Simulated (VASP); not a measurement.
# SnO2 (Fm-3m) in VASP: a series of runs

The runs below take SnO2 through single point, with LDA, PBEsol, PBE.

All numbers are computed with VASP 6.6.1; they aren't measurements. Logs are shortened: lines on timing, memory, paths and dates and some standing lists are left out, and cuts for length are marked.

**1. The cell of the first run**

It takes space group Fm-3m (No. 225, cubic). The conventional cell has a = 5.040 Å, b = 5.040 Å, c = 5.040 Å, α = 90.00°, β = 90.00°, γ = 90.00°. Within 2.9 Å of Sn (site symmetry m-3m) lie 8 O at 2.18 Å. O (site symmetry -43m) has 4 Sn at 2.18 Å and 6 O at 2.52 Å within 2.9 Å.

**2. Single point, LDA**

INCAR

```
SYSTEM = SnO2
ALGO = Normal
EDIFF = 1E-7
ENCUT = 520
GGA = CA
ISIF = 2
ISMEAR = -1
LASPH = .True.
LCHARG = .False.
LREAL = .False.
LWAVE = .False.
NBANDS = 20
NELM = 80
PREC = Accurate
SIGMA = 0.05
```

KPOINTS

```
k-points
0
Gamma
  9 9 9
  0 0 0
```

POSCAR

```
SnO2
1.0
    0.0000000000      2.5200051153      2.5200051153
    2.5200051153      0.0000000000      2.5200051153
    2.5200051153      2.5200051153      0.0000000000
Sn O
1 2
Direct
    0.0000000000      0.0000000000      0.0000000000
    0.7500000000      0.7500000000      0.7500000000
    0.2500000000      0.2500000000      0.2500000000
```

Potentials or basis: VASP PAW LDA potentials, release 64 (Sn_d, O).

Run with:

```console
> cat potpaw_LDA.64/Sn_d/POTCAR potpaw_LDA.64/O/POTCAR > POTCAR
> mpirun -np 1 vasp_std > vasp.out
```

OUTCAR:

```text
SYSTEM = SnO2
   EDIFF = 1E-7
   ENCUT = 520
   GGA = CA
   ISIF = 2
   ISMEAR = -1
   LASPH = .True.
   LREAL = .False.
   NELM = 80
   PREC = Accurate

 ion  position               nearest neighbor table
   1  0.000  0.000  0.000-   2 2.18   2 2.18   2 2.18   2 2.18   3 2.18   3 2.18   3 2.18   3 2.18

   2  0.750  0.750  0.750-   1 2.18   1 2.18   1 2.18   1 2.18
   3  0.250  0.250  0.250-   1 2.18   1 2.18   1 2.18   1 2.18

  LATTYP: Found a face centered cubic cell.
 ALAT       =     5.0400102306

  Lattice vectors:

 A1 = (   0.0000000000,   2.5200051153,   2.5200051153)
 A2 = (   2.5200051153,   0.0000000000,   2.5200051153)
 A3 = (   2.5200051153,   2.5200051153,   0.0000000000)

Analysis of symmetry for initial positions (statically):
=====================================================================
 Subroutine PRICEL returns:
 Original cell was already a primitive cell.

 Routine SETGRP: Setting up the symmetry group for a
 face centered cubic supercell.

 Subroutine GETGRP returns: Found 48 space group operations
 (whereof 48 operations were pure point group operations)
 out of a pool of 48 trial point group operations.

The static configuration has the point symmetry O_h .

Analysis of symmetry for dynamics (positions and initial velocities):
=====================================================================
 Subroutine PRICEL returns:
 Original cell was already a primitive cell.

 Routine SETGRP: Setting up the symmetry group for a
 face centered cubic supercell.

 Subroutine GETGRP returns: Found 48 space group operations
 (whereof 48 operations were pure point group operations)
 out of a pool of 48 trial point group operations.

The dynamic configuration has the point symmetry O_h .

 Subroutine INISYM returns: Found 48 space group operations
 (whereof 48 operations are pure point group operations),
 and found     1 'primitive' translations

----------------------------------------------------------------------------------------

                                     Primitive cell

  volume of cell :      32.0062

  direct lattice vectors                    reciprocal lattice vectors
     0.000000000  2.520005115  2.520005115    -0.198412296  0.198412296  0.198412296
     2.520005115  0.000000000  2.520005115     0.198412296 -0.198412296  0.198412296
     2.520005115  2.520005115  0.000000000     0.198412296  0.198412296 -0.198412296

  length of vectors
     3.563825411  3.563825411  3.563825411     0.343660177  0.343660177  0.343660177

  position of ions in fractional coordinates (direct lattice)
     0.000000000  0.000000000  0.000000000
     0.750000000  0.750000000  0.750000000
     0.250000000  0.250000000  0.250000000

  ion indices of the primitive-cell ions
   primitive index   ion index
                 1           1
                 2           2
                 3           3

----------------------------------------------------------------------------------------

 KPOINTS: k-points

Automatic generation of k-mesh.
 Grid dimensions read from file:
 generate k-points for:    9    9    9

 Generating k-lattice:

  Cartesian coordinates                     Fractional coordinates (reciprocal lattice)
    -0.022045811  0.022045811  0.022045811     0.111111111  0.000000000  0.000000000
     0.022045811 -0.022045811  0.022045811     0.000000000  0.111111111  0.000000000
     0.022045811  0.022045811 -0.022045811     0.000000000  0.000000000  0.111111111

  Length of vectors
     0.038184464  0.038184464  0.038184464

  Shift w.r.t. Gamma in fractional coordinates (k-lattice)
     0.000000000  0.000000000  0.000000000

 Subroutine IBZKPT returns following result:
 ===========================================

 Found     35 irreducible k-points:

 Following reciprocal coordinates:
            Coordinates               Weight
  0.000000  0.000000  0.000000      1.000000
  0.111111  0.000000  0.000000      8.000000
  0.222222  0.000000  0.000000      8.000000
  0.333333  0.000000  0.000000      8.000000
  0.444444  0.000000  0.000000      8.000000
  0.111111  0.111111  0.000000      6.000000
[... 16 lines left out ...]
 -0.333333  0.333333  0.000000     12.000000
  0.444444  0.444444  0.000000      6.000000
 [... further k-points ...]
   k-points           NKPTS =     35   k-points in BZ     NKDIM =     35   number of bands    NBANDS=     20
   number of dos      NEDOS =    301   number of ions     NIONS =      3
   total plane-waves  NPLWV =  21952
   dimension x,y,z NGX =    28 NGY =   28 NGZ =   28
   dimension x,y,z NGXF=    56 NGYF=   56 NGZF=   56
   ions per type =               1   2
   NGX,Y,Z   is equivalent  to a cutoff of  13.06, 13.06, 13.06 a.u.
   NGXF,Y,Z  is equivalent  to a cutoff of  26.12, 26.12, 26.12 a.u.
 SYSTEM =  SnO2
   PREC   = accura    normal or accurate (medium, high low for compatibility)
   ISTART =      0    job   : 0-new  1-cont  2-samecut
   ICHARG =      2    charge: 1-file 2-atom 10-const
   ISPIN  =      1    spin polarized calculation?
   LNONCOLLINEAR =      F non collinear calculations
   LSORBIT =      F    spin-orbit coupling
   LASPH  =      T    aspherical Exc in radial PAW
   ENCUT  =  520.0 eV  38.22 Ry    6.18 a.u.   6.63  6.63  6.63*2*pi/ulx,y,z
   NELM   =     80;   NELMIN=  2; NELMDL= -5     # of ELM steps
   EDIFF  = 0.1E-06   stopping-criterion for ELM
   LREAL  =      F    real-space projection
   EDIFFG = 0.1E-05   stopping-criterion for IOM
   NSW    =      0    number of steps for IOM
   IBRION =     -1    ionic relax: 0-MD 1-quasi-New 2-CG
   NFREE  =      0    steps in history (QN), initial steepest desc. (CG)
   ISIF   =      2    stress and relaxation
   ISYM   =      2    0-nonsym 1-usesym 2-fastsym
   POTIM  = 0.5000    time-step for ionic-motion
   TEBEG  =    0.0;   TEEND  =   0.0 temperature during run
   PSTRESS=    0.0 pullay stress
   NELECT =      26.0000    total number of electrons
   NUPDOWN=      -1.0000    fix difference up-down
   EMIN   =  10.00;   EMAX   =-10.00  energy-range for DOS
   EFERMI =   0.00;   METHOD = LEGACY
   ISMEAR =    -1;   SIGMA  =   0.05  broadening in eV -4-tet -1-fermi 0-gaus
   EFERMI_NEDOS =   21; number of points for ismear=-14 and -15
   IALGO  =     38    algorithm
   IMIX   =      4    mixing-type and parameters
     AMIX     =   0.40;   BMIX     =  1.00
     AMIX_MAG =   1.60;   BMIX_MAG =  1.00
  volume/ion in A,a.u.               =      10.67        72.00
  Fermi-wavevector in a.u.,A,eV,Ry     =   1.527523  2.886601 31.746849  2.333328
  Thomas-Fermi vector in A             =   2.635408
   LORBIT       =      0    0 simple, 1 ext, 2 COOP (PROOUT), +10 PAW based schemes
   GGA     = CA    functional components
   LHFCALC =     F    Hartree Fock is set to
   AEXX    =    0.0000 exact exchange contribution
   IVDW    =     0    specifies the selected vdW correction
   LEPSILON=     F    determine dielectric tensor
   LRPA    =     F    only Hartree local field effects (RPA)
 non-spin polarized calculation
  energy-cutoff  :      520.00
  volume of cell :       32.01
 maximum number of plane-waves:       889
   NGX = 13   NGY = 13   NGZ = 13

 number of electron      25.9999996 magnetization

 Free energy of the ion-electron system (eV)
  ---------------------------------------------------
  ext. energy  EPLUGINS =         0.00000000
  ---------------------------------------------------
  free energy    TOTEN  =       -20.50874921 eV

  energy without entropy =      -20.50863455  energy(sigma->0) =      -20.50869188

 E-fermi :   8.2318     XC(G=0): -12.5250

 val. band max:        7.8957973814   @ k =  -0.3333   0.4444   0.2222
 cond. band min:       8.3605048954   @ k =   0.0000   0.0000   0.0000
 fundamental gap:      0.4647075140
 Fermi energy:         8.2317989779

 k-point     1 :       0.0000    0.0000    0.0000
  band No.  band energies     occupation
      1     -12.4653      2.00000
      2     -12.4653      2.00000
      3     -12.4653      2.00000
      4     -12.2787      2.00000
      5     -12.2787      2.00000
      6     -11.7145      2.00000
[... 12 lines left out ...]
     19      23.1816      0.00000
     20      23.1816      0.00000

 k-point     2 :       0.1111    0.0000    0.0000
  band No.  band energies     occupation
      1     -12.5218      2.00000
      2     -12.4540      2.00000
      3     -12.4540      2.00000
      4     -12.2793      2.00000
      5     -12.2793      2.00000
      6     -11.5744      2.00000
[... 12 lines left out ...]
     19      23.2198      0.00000
     20      23.2198      0.00000

 k-point     3 :       0.2222    0.0000    0.0000
  band No.  band energies     occupation
      1     -12.6823      2.00000
      2     -12.4298      2.00000
      3     -12.4298      2.00000
      4     -12.2758      2.00000
      5     -12.2758      2.00000
      6     -11.1294      2.00000
[... 12 lines left out ...]
     19      23.3143      0.00000
     20      23.7536      0.00000

 k-point     4 :       0.3333    0.0000    0.0000
  band No.  band energies     occupation
      1     -12.8649      2.00000
      2     -12.4131      2.00000
      3     -12.4131      2.00000
      4     -12.2606      2.00000
      5     -12.2606      2.00000
      6     -10.4193      2.00000
[... 12 lines left out ...]
     19      23.3638      0.00000
     20      24.1484      0.00000

 k-point     5 :       0.4444    0.0000    0.0000
  band No.  band energies     occupation
      1     -12.9794      2.00000
      2     -12.4088      2.00000
      3     -12.4088      2.00000
      4     -12.2438      2.00000
      5     -12.2438      2.00000
      6      -9.6093      2.00000
[... 12 lines left out ...]
     19      23.2686      0.00000
     20      23.6607      0.00000
[... 353 lines left out ...]
      6      -9.9222      2.00000
[... 12 lines left out ...]
     19      24.7543      0.00000
     20      26.7463      0.00000

 k-point    22 :      -0.4444    0.3333    0.0000
  band No.  band energies     occupation
      1     -12.9565      2.00000
      2     -12.5018      2.00000
      3     -12.3414      2.00000
      4     -12.3021      2.00000
      5     -12.2436      2.00000
      6      -9.3023      2.00000
[... 12 lines left out ...]
     19      24.7863      0.00000
     20      26.1065      0.00000

 k-point    23 :      -0.3333    0.3333    0.0000
  band No.  band energies     occupation
      1     -12.8417      2.00000
      2     -12.6517      2.00000
      3     -12.3194      2.00000
      4     -12.3156      2.00000
      5     -12.2665      2.00000
      6      -8.7030      2.00000
[... 12 lines left out ...]
     19      23.9072      0.00000
     20      26.9282      0.00000

 k-point    24 :       0.4444    0.4444    0.0000
  band No.  band energies     occupation
      1     -13.0684      2.00000
      2     -12.3660      2.00000
      3     -12.2784      2.00000
      4     -12.2784      2.00000
      5     -12.2283      2.00000
      6      -9.8567      2.00000
[... 12 lines left out ...]
     19      24.9285      0.00000
     20      26.0184      0.00000

 [... further k-points ...]

------------------------ aborting loop because EDIFF is reached ----------------------------------------

  FORCE on cell =-STRESS in cart. coord.  units (eV):
  Direction    XX          YY          ZZ          XY          YZ          ZX
  --------------------------------------------------------------------------------------
  -------------------------------------------------------------------------------------
  Total        0.1989428      0.1989428      0.1989428      0.0000000      0.0000000     -0.0000000
  in kB        9.9587457      9.9587457      9.9587457      0.0000000      0.0000000     -0.0000000
  external PRESSURE =       9.9587457 kB  Pullay stress =       0.0000000 kB

 VOLUME and BASIS-vectors are now :
 -----------------------------------------------------------------------------
  energy-cutoff  :      520.00
  volume of cell :       32.01
      direct lattice vectors                 reciprocal lattice vectors
     0.000000000  2.520005115  2.520005115    -0.198412296  0.198412296  0.198412296
     2.520005115  0.000000000  2.520005115     0.198412296 -0.198412296  0.198412296
     2.520005115  2.520005115  0.000000000     0.198412296  0.198412296 -0.198412296

 POSITION                                       TOTAL-FORCE (eV/Angst)
 -----------------------------------------------------------------------------------
      0.00000      0.00000      0.00000         0.000000      0.000000      0.000000
      3.78001      3.78001      3.78001        -0.000000      0.000000      0.000000
      1.26000      1.26000      1.26000        -0.000000     -0.000000     -0.000000
 -----------------------------------------------------------------------------------
    total drift:                                0.000000     -0.000000      0.000000

  FREE ENERGIE OF THE ION-ELECTRON SYSTEM (eV)
  ---------------------------------------------------
  free  energy   TOTEN  =       -20.5087492124 eV

  energy  without entropy=      -20.5086345480  energy(sigma->0) =      -20.50869188
```

It took 37 s on 1 thread of Intel Xeon 8259CL, shared host; peak memory 0.15 GiB.

What came out:

- Free energy: -20.5087 eV
- Pressure: 1.0 GPa
- Band gap on the k mesh: 0.46 eV (least direct gap 1.84 eV)

Caveat: spin-orbit coupling is left out, which moves the levels of the heavy elements; an odd mesh through Γ misses points on the zone boundary, where band edges can lie.

**3. Single point, PBEsol**

This run uses another cell than the first one, of 10.96 Å³/atom.

INCAR

```
SYSTEM = SnO2
  PREC = Accurate
  ENCUT = 520
  EDIFF = 1E-6
  ISMEAR = -1
  SIGMA = 0.05
  LREAL = .False.
  LASPH = .True.
  NELM = 100
  ALGO = Normal
  ISIF = 2
  LWAVE = .False.
  LCHARG = .True.
  GGA = PS
  LELF = .True.
  LVHAR = .True.
  NBANDS = 20
```

KPOINTS

```
Automatic mesh
0
Gamma
  9 9 9
  0 0 0
```

POSCAR

```
SnO2
1.0
    0.0000000000      2.5424513691      2.5424513691
    2.5424513691      0.0000000000      2.5424513691
    2.5424513691      2.5424513691      0.0000000000
Sn O
1 2
Direct
    0.0000000000      0.0000000000      0.0000000000
    0.7500000000      0.7500000000      0.7500000000
    0.2500000000      0.2500000000      0.2500000000
```

Potentials or basis: VASP PAW PBE potentials, release 64 (Sn_d, O).

Run with:

```console
> cat potpaw_PBE.64/Sn_d/POTCAR potpaw_PBE.64/O/POTCAR > POTCAR
> mpirun -np 1 vasp_std > vasp.out
```

Wall time 42 s (1 thread of Intel Xeon 8259CL, shared host); peak memory 0.17 GiB.

The run converged. Its results:

```yaml
Free_energy: -19.1753 eV
Pressure: 0.5 GPa
```

Levels at points of the mesh, in eV from the Fermi level:
| k point | band 10 | band 11 | band 12 | band 13 | band 14 | band 15 | band 16 | band 17 |
| --- | --- | --- | --- | --- | --- | --- | --- | --- |
| (0.00, 0.00, 0.00) | -3.07 | -1.54 | -1.54 | -1.54 | -0.04 | 6.78 | 6.78 | 6.78 |

Caveat: the PAW data sets were made with another functional, which shifts forces and pressure a little; spin-orbit coupling is left out, which moves the levels of the heavy elements.

**4. Single point, PBE**

This run uses another cell than the first one, of 11.37 Å³/atom.

INCAR

```
PREC = Accurate
ENCUT = 520
EDIFF = 1E-6
ISMEAR = 0
SIGMA = 0.011
LREAL = False
LASPH = True
NELM = 100
ALGO = Normal
ISIF = 2
LWAVE = False
LCHARG = False
GGA = PE
NBANDS = 20
```

KPOINTS

```
regular mesh
0
Gamma
  9 9 9
```

POSCAR

```
SnO2
1.0
    0.0000000000      2.5741500000      2.5741500000
    2.5741500000      0.0000000000      2.5741500000
    2.5741500000      2.5741500000      0.0000000000
Sn O
1 2
Direct
    0.0000000000      0.0000000000      0.0000000000
    0.7500000000      0.7500000000      0.7500000000
    0.2500000000      0.2500000000      0.2500000000
```

Run with:

```console
> cat potpaw_PBE.64/Sn_d/POTCAR potpaw_PBE.64/O/POTCAR > POTCAR
> mpirun -np 1 vasp_std > vasp.out
```

Run time: 41 s. Hardware: 1 thread of Intel Xeon 8259CL, shared host; peak memory 0.17 GiB.

Results (log left out):

```
Free energy            : -17.9170 eV
Pressure               : 0.1 GPa
Band gap on the k mesh : zero (bands 13 and 14 overlap by 0.10 eV)
```

Levels at points of the mesh, in eV from the Fermi level:
```
           k point  band 9  band 10  band 11  band 12  band 13  band 14  band 15  band 16  band 17  band 18
(0.00, 0.00, 0.00)   -2.72    -2.72    -1.24    -1.24    -1.24    -0.12     7.04     7.04     7.04    13.28
```

Caveat: semilocal functionals underestimate gaps, so a narrow gap can read as zero; spin-orbit coupling is left out, which moves the levels of the heavy elements.

**5. Single point, PBE**

This run uses another cell than the first one, of 11.34 Å³/atom.

INCAR

```
PREC = Accurate
ENCUT = 520
EDIFF = 1E-6
ISMEAR = -1
SIGMA = 0.05
LREAL = F
LASPH = T
NELM = 100
ALGO = Normal
ISIF = 2
LWAVE = F
LCHARG = T
GGA = PE
LELF = T
LVHAR = T
NBANDS = 20
```

KPOINTS

```
Automatic mesh
0
Gamma
  9 9 9
```

POSCAR

```
SnO2
1.0
    0.0000000000      2.5720137652      2.5720137652
    2.5720137652      0.0000000000      2.5720137652
    2.5720137652      2.5720137652      0.0000000000
Sn O
1 2
Direct
    0.0000000000      0.0000000000      0.0000000000
    0.7500000000      0.7500000000      0.7500000000
    0.2500000000      0.2500000000      0.2500000000
```

Run with:

```console
> cat potpaw_PBE.64/Sn_d/POTCAR potpaw_PBE.64/O/POTCAR > POTCAR
> mpirun -np 1 vasp_std > vasp.out
```

Run time: 42 s. Hardware: 1 thread of Intel Xeon 8259CL, shared host; peak memory 0.17 GiB.

It converged, with:

| Property | Result |
| --- | --- |
| Free energy | -17.9173 eV |
| Pressure | 0.6 GPa |
| Band gap on the k mesh | zero (bands 13 and 14 overlap by 0.08 eV) |

Levels at points of the mesh, in eV from the Fermi level:
```csv
k point,band 11,band 12,band 13,band 14,band 15,band 16
"(0.00, 0.00, 0.00)",-1.44,-1.44,-1.44,-0.29,6.85,6.85
```

Caveat: semilocal functionals underestimate gaps, so a narrow gap can read as zero; spin-orbit coupling is left out, which moves the levels of the heavy elements.

(Part 1 of 2 ends here.)
